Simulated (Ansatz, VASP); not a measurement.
# One calculation of Nb, two programs

INCAR

```
SYSTEM = Nb
PREC     = Accurate       ! precision mode
ENCUT    = 520            ! plane-wave cutoff, eV
EDIFF    = 1E-7           ! SCF threshold, eV
ISMEAR   = 0              ! smearing method
SIGMA    = 0.023          ! smearing width, eV
LREAL    = .FALSE.        ! projectors in reciprocal space
LASPH    = .TRUE.         ! aspherical terms in the spheres
NELM     = 60             ! most SCF steps
ALGO     = Normal         ! electronic algorithm
ISIF     = 2              ! what is computed and relaxed
LWAVE    = .FALSE.        ! write WAVECAR
LCHARG   = .FALSE.        ! write CHGCAR
GGA      = PE             ! functional
NBANDS   = 12             ! bands
```

File KPOINTS:

```
regular mesh
0
G
  11 11 11
  0 0 0
```

POSCAR

```
Nb
1.0
    0.0000000000      2.1150000000      2.1150000000
    2.1150000000      0.0000000000      2.1150000000
    2.1150000000      2.1150000000      0.0000000000
Nb
1
Direct
    0.0000000000      0.0000000000      0.0000000000
```

Contents of input.yaml:

```yaml
crystal:
  lattice:
    - [0.0, 2.115, 2.115]
    - [2.115, 0.0, 2.115]
    - [2.115, 2.115, 0.0]
  atoms:
    - { symbol: Nb, position: [0.0, 0.0, 0.0] }
hamiltonian:
  xc: pbe
  pseudopotentials: { kind: paw }
kpoints:
  mp_grid: { grid: [11, 11, 11] }
scf:
  occupations: { method: gaussian, width: 0.023 }
output:
  forces: true
  stress: true
  eigenvalues: true
  write_density: true
  write_potential: true
  elf: true
  volumetric_format: npy
```

Alike in both runs: task single point; functional PBE; k mesh 11 × 11 × 11; occupations gaussian, width 0.023 eV; no spin polarisation.

```csv
,VASP,Ansatz
version,VASP 6.6.1,Ansatz 0.2.0
potentials or method,"VASP PAW PBE potentials, release 64 (Nb_sv)",Ansatz PAW
plane-wave cutoff (eV),520,420
valence electrons in the cell,13,13
```

VASP gave:

```
gap on the k mesh at the Fermi level (eV) : none
pressure (GPa)                            : -2.3
```

**Question.** What did Ansatz give for the same quantities?

**Answer.** gap on the k mesh at the Fermi level (eV): none; pressure (GPa): -1.9.

A gap of «none» marks a metal or a gap that the smearing closes.
